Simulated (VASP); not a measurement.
# CaSe in VASP: further runs, part 2 of 2

VASP 6.6.1.

### Step 3. Single point, r2SCAN (strain +6.0%)

The input, POSCAR:

```
CaSe
1.0
    0.0000000000      3.1446969729      3.1446969729
    3.1446969729      0.0000000000      3.1446969729
    3.1446969729      3.1446969729      0.0000000000
Ca Se
1 1
Direct
    0.0000000000      0.0000000000      0.0000000000
    0.5000000000      0.5000000000      0.5000000000
```

The input, INCAR.step1:

```
SYSTEM = CaSe
PREC = Accurate
ENCUT = 520
ISMEAR = 0
SIGMA = 0.01
LREAL = .FALSE.
LASPH = .TRUE.
NELM = 100
NBANDS = 15
GGA = PE
ALGO = Normal
EDIFF = 1E-4
LWAVE = .TRUE.
LCHARG = .FALSE.
```

The input, INCAR.step2:

```
SYSTEM = CaSe
PREC = Accurate
ENCUT = 520
EDIFF = 1E-7
ISMEAR = 0
SIGMA = 0.01
LREAL = .FALSE.
LASPH = .TRUE.
NELM = 100
ALGO = Normal
ISIF = 2
LWAVE = .FALSE.
LCHARG = .FALSE.
METAGGA = R2SCAN
LMIXTAU = .TRUE.
NBANDS = 15
ISTART = 1
```

The input, KPOINTS:

```
regular mesh
0
G
  8 8 8
  0 0 0
```

Potentials or basis: VASP PAW PBE potentials, release 64 (Ca_sv, Se).

Command:

```
$ cat potpaw_PBE.64/Ca_sv/POTCAR potpaw_PBE.64/Se/POTCAR > POTCAR
$ cp INCAR.step1 INCAR
$ mpirun -np 1 vasp_std > vasp.out
$ cp INCAR.step2 INCAR
$ mpirun -np 1 vasp_std > vasp.out
```

OUTCAR:

```text
SYSTEM = CaSe
   PREC = Accurate
   ENCUT = 520
   EDIFF = 1E-7
   ISMEAR = 0
   LREAL = .FALSE.
   LASPH = .TRUE.
   NELM = 100
   ISIF = 2
   METAGGA = R2SCAN
   ISTART = 1

 ion  position               nearest neighbor table
   1  0.000  0.000  0.000-
   2  0.500  0.500  0.500-

  LATTYP: Found a face centered cubic cell.
 ALAT       =     6.2893939458

  Lattice vectors:

 A1 = (   0.0000000000,   3.1446969729,   3.1446969729)
 A2 = (   3.1446969729,   0.0000000000,   3.1446969729)
 A3 = (   3.1446969729,   3.1446969729,   0.0000000000)

Analysis of symmetry for initial positions (statically):
=====================================================================
 Subroutine PRICEL returns:
 Original cell was already a primitive cell.

 Routine SETGRP: Setting up the symmetry group for a
 face centered cubic supercell.

 Subroutine GETGRP returns: Found 48 space group operations
 (whereof 48 operations were pure point group operations)
 out of a pool of 48 trial point group operations.

The static configuration has the point symmetry O_h .

[... 174 lines left out ...]
      5     -10.5783      2.00000
      6       1.0476      2.00000
      7       1.0476      2.00000
      8       1.0476      2.00000
      9       4.2130      0.00000
     10       5.2445      0.00000
     11       5.2445      0.00000
     12       5.2445      0.00000
     13       5.6847      0.00000
     14       5.6847      0.00000
[... 401 lines left out ...]
      2     -21.0021      2.00000
      3     -20.9781      2.00000
      4     -20.9714      2.00000
      5     -10.1345      2.00000
      6      -1.2250      2.00000
      7      -0.2103      2.00000
      8       0.1263      2.00000
      9       5.7984      0.00000
     10       6.0595      0.00000
     11       6.8042      0.00000
     12       6.9494      0.00000
     13       7.2756      0.00000
     14       8.1456      0.00000
     15       9.1119      0.00000

 [... further k-points ...]

------------------------ aborting loop because EDIFF is reached ----------------------------------------

  FORCE on cell =-STRESS in cart. coord.  units (eV):
  Direction    XX          YY          ZZ          XY          YZ          ZX
  --------------------------------------------------------------------------------------
  -------------------------------------------------------------------------------------
  Total       -2.4117937     -2.4117937     -2.4117937     -0.0000000     -0.0000000      0.0000000
  in kB      -62.1275648    -62.1275648    -62.1275648     -0.0000000     -0.0000000      0.0000000
  external PRESSURE =     -62.1275648 kB  Pullay stress =       0.0000000 kB

 VOLUME and BASIS-vectors are now :
 -----------------------------------------------------------------------------
  energy-cutoff  :      520.00
  volume of cell :       62.20
      direct lattice vectors                 reciprocal lattice vectors
     0.000000000  3.144696973  3.144696973    -0.158997832  0.158997832  0.158997832
     3.144696973  0.000000000  3.144696973     0.158997832 -0.158997832  0.158997832
     3.144696973  3.144696973  0.000000000     0.158997832  0.158997832 -0.158997832

 POSITION                                       TOTAL-FORCE (eV/Angst)
 -----------------------------------------------------------------------------------
      0.00000      0.00000      0.00000         0.000000     -0.000000      0.000000
      3.14470      3.14470      3.14470        -0.000000      0.000000     -0.000000
 -----------------------------------------------------------------------------------
    total drift:                                0.000000      0.000000      0.000000

  FREE ENERGIE OF THE ION-ELECTRON SYSTEM (eV)
  ---------------------------------------------------
  free  energy   TOTEN  =       -25.7644089513 eV

  energy  without entropy=      -25.7644089513  energy(sigma->0) =      -25.76440895
```

It took 98 s on 1 thread of Intel Xeon 6975P-C (Granite Rapids), shared host; peak memory 0.22 GiB.

Results:

| Quantity | Value |
| --- | --- |
| Free energy | -25.7644 eV |
| Pressure | -6.2 GPa |
| Band gap on the k mesh | 2.82 eV, indirect (least direct gap 3.17 eV) |

Caveat: the cell differs from its parent crystal (strain +6.0%); the PAW data sets were made with another functional, which shifts forces and pressure a little. A k mesh can miss the band edges.

### Step 4. Single point, PBE (strain along [111] -1.6%)

The input, INCAR:

```
SYSTEM = CaSe
ALGO = Normal
EDIFF = 1E-6
ENCUT = 520
GGA = PE
ISIF = 2
ISMEAR = -1
LASPH = .True.
LCHARG = .False.
LREAL = .False.
LWAVE = .False.
NBANDS = 15
NELM = 60
PREC = Accurate
SIGMA = 0.02
```

The input, KPOINTS:

```
k-points
0
Gamma
  8 8 8
  0 0 0
```

The input, POSCAR:

```
CaSe
1.0
   -0.0308623653      2.9366727605      2.9366727605
    2.9366727605     -0.0308623653      2.9366727605
    2.9366727605      2.9366727605     -0.0308623653
Ca Se
1 1
Direct
    0.0000000000      0.0000000000      0.0000000000
    0.5000000000      0.5000000000      0.5000000000
```

Command:

```
$ cat potpaw_PBE.64/Ca_sv/POTCAR potpaw_PBE.64/Se/POTCAR > POTCAR
$ mpirun -np 1 vasp_std > vasp.out
```

It took 24 s on 1 thread of Intel Xeon 6975P-C (Granite Rapids), shared host; peak memory 0.2 GiB.

Results (log left out):

```
Free energy            : -9.4766 eV
Pressure               : 1.6 GPa
Band gap on the k mesh : 1.95 eV, indirect (least direct gap 2.91 eV)
```

Stress tensor (GPa, compression positive):
```
1.56 0.28 0.28
0.28 1.56 0.28
0.28 0.28 1.56
```

Levels at points of the mesh, in eV from the valence-band top:
```csv
k point,band 5,band 6,band 7,band 8,band 9,band 10,band 11,band 12
"(0.00, 0.00, 0.00)",-11.88,-0.09,-0.09,0.00,3.30,3.61,3.61,3.74
"(0.50, 0.00, 0.00)",-11.17,-3.37,-1.29,-1.21,4.49,5.39,5.41,5.53
"(0.50, 0.50, 0.00)",-11.29,-2.59,-1.04,-0.96,1.95,4.99,5.01,5.98
"(0.50, 0.50, 0.50)",-11.15,-3.34,-1.33,-1.33,4.42,5.46,5.49,5.49
```

Caveat: the cell differs from its parent crystal (strain along [111] -1.6%). A k mesh can miss the band edges.

### Step 5. Single point, r2SCAN (strain along [111] -1.6%)

POSCAR is that of step 4.

The input, INCAR.step1:

```
SYSTEM = CaSe
  PREC = Accurate
  ENCUT = 520
  ISMEAR = 0
  SIGMA = 0.01
  LREAL = .FALSE.
  LASPH = .TRUE.
  NELM = 100
  NBANDS = 15
  GGA = PE
  ALGO = Normal
  EDIFF = 1E-4
  LWAVE = .TRUE.
  LCHARG = .FALSE.
```

The input, INCAR.step2:

```
SYSTEM = CaSe
  PREC = Accurate
  ENCUT = 520
  EDIFF = 1E-6
  ISMEAR = 0
  SIGMA = 0.01
  LREAL = .FALSE.
  LASPH = .TRUE.
  NELM = 100
  ALGO = Normal
  ISIF = 2
  LWAVE = .FALSE.
  LCHARG = .FALSE.
  METAGGA = R2SCAN
  LMIXTAU = .TRUE.
  NBANDS = 15
  ISTART = 1
```

The input, KPOINTS:

```
regular mesh
0
G
  8 8 8
  0 0 0
```

Command:

```
$ cat potpaw_PBE.64/Ca_sv/POTCAR potpaw_PBE.64/Se/POTCAR > POTCAR
$ cp INCAR.step1 INCAR
$ mpirun -np 1 vasp_std > vasp.out
$ cp INCAR.step2 INCAR
$ mpirun -np 1 vasp_std > vasp.out
```

It took 70 s on 1 thread of Intel Xeon 6975P-C (Granite Rapids), shared host; peak memory 0.21 GiB.

Results (log left out):

* Free energy: -25.9740 eV
* Pressure: 1.1 GPa
* Band gap on the k mesh: 2.42 eV, indirect (least direct gap 3.39 eV)

Stress tensor (GPa, compression positive):
```
1.11 0.30 0.30
0.30 1.11 0.30
0.30 0.30 1.11
```

Levels at points of the mesh, in eV from the valence-band top:
```
           k point  band 6  band 7  band 8  band 9  band 10  band 11
(0.00, 0.00, 0.00)   -0.09   -0.09    0.00    4.07     4.12     4.12
(0.50, 0.00, 0.00)   -3.37   -1.28   -1.20    5.09     6.00     6.02
(0.50, 0.50, 0.00)   -2.62   -1.06   -0.97    2.42     5.56     5.77
(0.50, 0.50, 0.50)   -3.34   -1.32   -1.32    5.01     6.07     6.10
```

Caveat: the cell differs from its parent crystal (strain along [111] -1.6%); the PAW data sets were made with another functional, which shifts forces and pressure a little. A k mesh can miss the band edges.

### Step 6. Summary

| level | cell | smearing | gap on the mesh (eV) | pressure (GPa) |
| --- | --- | --- | --- | --- |
| PBE | a = 4.447 Å, angles 60.0°, 2 atoms | fermi-dirac 0.02 eV | 2.35 | -5.5 |
| r2SCAN | a = 4.447 Å, angles 60.0°, 2 atoms | gaussian 0.01 eV | 2.82 | -6.2 |
| PBE | a = 4.153 Å, angles 60.7°, 2 atoms | fermi-dirac 0.02 eV | 1.95 | 1.6 |
| r2SCAN | a = 4.153 Å, angles 60.7°, 2 atoms | gaussian 0.01 eV | 2.42 | 1.1 |

Alike in all rows: task single point; potentials or basis VASP PAW PBE potentials, release 64 (Ca_sv, Se); no spin polarisation; k mesh 8 × 8 × 8; cutoff (eV) 520.

Caveats: the PAW data sets were made with another functional, which shifts forces and pressure a little (some runs).

Total energies depend on the potentials used, so only differences within one code and one set of settings carry meaning.
